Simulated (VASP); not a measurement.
Crystal: CuO2.

```xyz
3
Lattice="0.0000 2.3845 2.3845 2.3845 0.0000 2.3845 2.3845 2.3845 0.0000" Properties=species:S:1:pos:R:3 pbc="T T T"
Cu    0.0000    0.0000    0.0000
O     1.1922    1.1922    1.1922
O     3.5767    3.5767    3.5767
```

Base run:

| Quantity | Value |
| --- | --- |
| Program | VASP 6.6.1 |
| Functional | PBEsol |
| Potentials or basis | VASP PAW PBE potentials, release 64 (Cu, O) |
| Cutoff | 520 eV |
| k mesh | 16 × 16 × 16 |
| Occupations | gaussian, width 0.1 eV |
| Spin | collinear spin, ferromagnetic start |
| Starting moments | [0.5, 0.0, 0.0] μB |

Its results: pressure 0.7 GPa.

The run is repeated on the same cell with these changes: spin from collinear spin, ferromagnetic start to no spin polarisation; further incar settings from ALGO = Normal; EDIFF = 1e-07; NBANDS = 22 to ALGO = Normal; EDIFF = 1e-07; NBANDS = 18. What comes out?

Pressure -1.3 GPa.

Caveats: the PAW data sets were made with another functional, which shifts forces and pressure a little; a cell with one magnetic atom can't hold antiferromagnetic order, which such compounds often take (some runs); an odd number of electrons without spin polarisation forces a metal (some runs); a magnetic or distorted state may lie lower (some runs).
